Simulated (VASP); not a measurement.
Runs of VASP 6.6.1 on Cr. The structure is that of space group Im-3m (No. 229), or close to it. The cells are those of the table. 

```tsv
task	cell	k mesh	gap on the mesh (eV)	pressure (GPa)	relaxed volume (Å³/atom)
single point	a = 2.466 Å, angles 109.5°, 1 atom	20 × 20 × 20	none	-1.3	-
relaxation of cell and atoms	relaxed from a = 2.425 Å, angles 109.5°, 1 atom	10 × 10 × 10	none	-0.4	(a)
single point	a = 2.425 Å, angles 109.5°, 1 atom	8 × 8 × 8	none	14.9	-
single point	a = 2.467 Å, angles 109.5°, 1 atom	10 × 10 × 10	none	(b)	-
relaxation of cell and atoms	relaxed from a = 2.467 Å, angles 109.5°, 1 atom	20 × 20 × 20	none	0.0	11.52
```

Alike in all rows: level PBE; potentials or basis VASP PAW PBE potentials, release 64 (Cr_pv); no spin polarisation; cutoff (eV) 500; smearing gaussian 0.1 eV.

Q: Estimate the missing entries.

A: (a) 11.55; (b) -0.5.

Caveats: some runs use coarse meshes; the run has no spin polarisation, though such a crystal can be magnetic.

A gap of «none» marks levels without a gap at the run's occupations.
